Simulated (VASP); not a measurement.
The system is Bi.

```
Bi
1.0
     2.26750    1.30914    3.93800
    -2.26750    1.30914    3.93800
     0.00000   -2.61828    3.93800
Bi
2
Direct
  0.23400 0.23400 0.23400
  0.76600 0.76600 0.76600
```

| Quantity | Value |
| --- | --- |
| Program | VASP 6.6.1 |
| Task | relaxation of cell and atoms |
| Functional | PBEsol |
| Potentials or basis | VASP PAW PBE potentials, release 64 (Bi_d) |
| Cutoff | 600 eV |
| k mesh | 12 × 12 × 12 |
| Occupations | gaussian, width 0.1 eV |
| Spin | no spin polarisation |

At the start: pressure -0.3 GPa; volume 35.07 Å³/atom.

Task: Where does the relaxation end?

Result: Over 32 steps the energy falls by 3.0 meV/atom and the volume is 34.41 Å³/atom (-1.9 %); space group R-3m (No. 166, to 0.1 Å) before and after.

Step by step:
```
step  energy change (eV)  largest force (eV/Å)  pressure (GPa)  volume (Å³)
   1              0.0000                0.1606           -0.25        70.14
   2             -0.0027                0.1278           -0.02        69.58
   3             -0.0041                0.0793            0.32        68.67
   4             -0.0054                0.0246           -0.09        69.05
   5             -0.0054                0.0076           -0.05        69.01
   6             -0.0058                0.0112           -0.02        68.94
   7             -0.0060                0.0084            0.00        68.90
   8             -0.0061                0.0025           -0.01        68.82
   9             -0.0061                0.0032            0.01        68.83
  10             -0.0061                0.0021            0.01        68.83
  11             -0.0061                0.0071           -0.01        68.86
  12             -0.0061                0.0000           -0.02        68.84
  13             -0.0061                0.0024           -0.01        68.84
  14             -0.0061                0.0007           -0.02        68.83
  15             -0.0061                0.0002           -0.02        68.83
  16             -0.0061                0.0036           -0.01        68.83
  17             -0.0061                0.0044           -0.02        68.84
  18             -0.0061                0.0009           -0.02        68.83
  19             -0.0061                0.0002           -0.01        68.83
  20             -0.0061                0.0009           -0.01        68.83
  21             -0.0061                0.0019           -0.01        68.83
  22             -0.0061                0.0004            0.00        68.83
  23             -0.0061                0.0006           -0.02        68.83
  24             -0.0061                0.0035            0.00        68.82
  25             -0.0061                0.0010            0.00        68.82
  26             -0.0061                0.0000           -0.02        68.82
  27             -0.0061                0.0001            0.01        68.82
  28             -0.0061                0.0000            0.00        68.81
  29             -0.0061                0.0000           -0.01        68.81
  30             -0.0061                0.0003            0.01        68.81
  31             -0.0061                0.0001            0.02        68.81
  32             -0.0061                0.0004            0.00        68.81
```

Final structure:
```
Bi
1.0
     2.26238    1.30619    3.88106
    -2.26238    1.30619    3.88106
     0.00000   -2.61237    3.88106
Bi
2
Cartesian
  0.0000 0.0000 2.7570
  0.0000 0.0000 8.8861
```

Caveat: the PAW data sets were made with another functional, which shifts forces and pressure a little.
